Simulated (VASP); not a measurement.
A run of VASP 6.6.1 is set up as follows.

Contents of INCAR:

```
PREC = Accurate ; ENCUT = 520
EDIFF = 1E-6 ; ISMEAR = 0
SIGMA = 0.1 ; LREAL = F
LASPH = T ; NELM = 100
ALGO = Normal ; ISIF = 2
LWAVE = F ; LCHARG = F
GGA = PS ; NBANDS = 35
```

File KPOINTS:

```
regular mesh
0
Gamma
  12 12 4
```

The input POSCAR:

```
Hf2S
1.0
    3.3742737662      0.0000000000      0.0000000000
   -1.6871368831      2.9222068008      0.0000000000
    0.0000000000      0.0000000000     11.7174070300
Hf S
4 2
Direct
    0.6666666700      0.3333333300      0.8998116400
    0.3333333300      0.6666666700      0.3998116400
    0.6666666700      0.3333333300      0.6001883600
    0.3333333300      0.6666666700      0.1001883600
    0.0000000000      0.0000000000      0.7500000000
    0.0000000000      0.0000000000      0.2500000000
```

Potentials or basis: VASP PAW PBE potentials, release 64 (Hf_pv, S).

Run with:

```bash
$ cat potpaw_PBE.64/Hf_pv/POTCAR potpaw_PBE.64/S/POTCAR > POTCAR
$ mpirun -np 1 vasp_std > vasp.out
```

(1) Estimate the band gap on the k mesh.

(2) Predict the pressure.

## Answers

(1) zero (bands 26 and 27 overlap by 0.92 eV).

(2) -3.3 GPa.

Caveat: the cell stands under tension; the PAW data sets were made with another functional, which shifts forces and pressure a little; spin-orbit coupling is left out, which moves the levels of the heavy elements.
